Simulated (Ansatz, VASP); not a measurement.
**Two plane-wave programs on GaAs**

```
Ga As
1.0
     0.00000    2.70390    2.83309
     2.70390    0.00000    2.83309
     2.70390    2.70390    0.00000
Ga As
1 1
Direct
  0.00000 0.00000 0.00000
  0.25000 0.25000 0.25000
```

Change from the starting cell: biaxial_xy strain -4.6%.

Alike in both runs: task single point; functional HSE06; k mesh 6 × 6 × 6; no spin polarisation.

|  | VASP | Ansatz |
| --- | --- | --- |
| version | VASP 6.6.1 | Ansatz 0.2.0 |
| potentials or method | VASP PAW PBE potentials, release 64 (Ga_d, As) | plane waves, PAW |
| plane-wave cutoff (eV) | 520 | 420 |
| occupations | gaussian, width 0.01 eV | fixed |
| valence electrons in the cell | 18 | 28 |

Ansatz gave:

```
gap on the k mesh at the Fermi level (eV)                     : 1.67
pressure (GPa)                                                : 9.2
traceless stress, the component that is largest in VASP (GPa) : -2.32
```

Question: Which values does VASP return?

Answer: gap on the k mesh at the Fermi level (eV): 1.68; pressure (GPa): 9.0; traceless stress, the component that is largest in VASP (GPa): -2.34.

VASP's potentials hold 18 valence electrons a cell and Ansatz's 28, so a difference there can come from the potentials and not from the codes. Ansatz's warnings: stress exchange threshold loose, stress scf threshold loose.
